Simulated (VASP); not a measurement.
MgO (Periclase):

```
CELL_PARAMETERS angstrom
0.00000 2.10217 2.10217
2.10217 0.00000 2.10217
2.10217 2.10217 0.00000
ATOMIC_POSITIONS crystal
Mg 0.00000 0.00000 0.00000
O 0.50000 0.50000 0.50000
```

Program: VASP 6.6.1. Alike in all runs: task single point; no spin polarisation; cell as given; smearing gaussian 0.01 eV.

Question: Order these runs on this cell by their band gap on the k mesh, lowest first.
A. level PBE0; potentials or basis VASP PAW PBE potentials, release 64 (Mg, O); k mesh 6 × 6 × 6; cutoff (eV) 520; grid for exact exchange (PRECFOCK) Normal
B. level LDA; potentials or basis VASP PAW LDA potentials, release 64 (Mg, O); k mesh 8 × 8 × 8; cutoff (eV) 600
C. level r2SCAN; potentials or basis VASP PAW PBE potentials, release 64 (Mg, O); k mesh 8 × 8 × 8; cutoff (eV) 520
D. level PBE-based screened hybrid; potentials or basis VASP PAW PBE potentials, release 64 (Mg, O); k mesh 6 × 6 × 6; cutoff (eV) 520; grid for exact exchange (PRECFOCK) Normal; share of exact exchange 1; screening parameter 0.1 1/Å

Answer: B (4.71 eV), C (5.66 eV), A (7.26 eV), D (13.57 eV).

Caveats: some runs use coarse meshes.
